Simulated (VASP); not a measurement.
# Cs2AgBiBr6: single point with PBE

Crystal: Cs2AgBiBr6.

```
CELL_PARAMETERS angstrom
0.00000 5.74201 5.74201
5.74201 0.00000 5.74201
5.74201 5.74201 0.00000
ATOMIC_POSITIONS crystal
Cs 0.25000 0.25000 0.25000
Cs 0.75000 0.75000 0.75000
Ag 0.50000 0.50000 0.50000
Bi 0.00000 0.00000 0.00000
Br 0.25131 0.74869 0.25131
Br 0.25131 0.74869 0.74869
Br 0.74869 0.25131 0.74869
Br 0.74869 0.25131 0.25131
Br 0.25131 0.25131 0.74869
Br 0.74869 0.74869 0.25131
```

```
Program                : VASP 6.6.1
Task                   : single point
Functional             : PBE
Potentials or basis    : VASP PAW PBE potentials, release 64 (Cs_sv, Ag, Bi_d, Br)
Cutoff                 : 520 eV
k mesh                 : 4 × 4 × 4
Occupations            : gaussian, width 0.02 eV
Spin                   : no spin polarisation
Dipole correction      : no
Further INCAR settings : ALGO = Normal; EDIFF = 1e-06; NBANDS = 54
```

```json
{"Pressure": "0.0 GPa", "Band gap on the k mesh": "1.33 eV (least direct gap 2.38 eV)"}
```

Forces in eV/Å, atoms in the order of the input:
```
Cs   0.000  0.000  0.000
Cs   0.000  0.000  0.000
Ag   0.000  0.000  0.000
Bi   0.000  0.000  0.000
Br   0.000  0.003  0.000
Br  -0.003  0.000  0.000
Br   0.000 -0.003  0.000
Br   0.003  0.000  0.000
Br   0.000  0.000  0.003
Br   0.000  0.000 -0.003
```

Levels at points of the mesh, in eV from the valence-band top:
```csv
k point,band 41,band 42,band 43,band 44,band 45,band 46
"(0.00, 0.00, 0.00)",-0.98,-0.55,-0.55,2.34,2.34,2.34
"(0.50, 0.00, 0.00)",-1.25,-1.05,-1.05,1.33,3.54,3.54
"(0.50, 0.50, 0.00)",-0.99,-0.56,0.00,2.77,2.77,3.08
```

Wall time 120 s on 1 thread of Intel(R) Xeon(R) 6975P-C (Granite Rapids), on a shared host, peak memory 0.58 GiB.

Caveat: spin-orbit coupling is left out, which moves the levels of the heavy elements. Expect the measured gap to be larger: semilocal functionals such as PBE lack the derivative discontinuity.
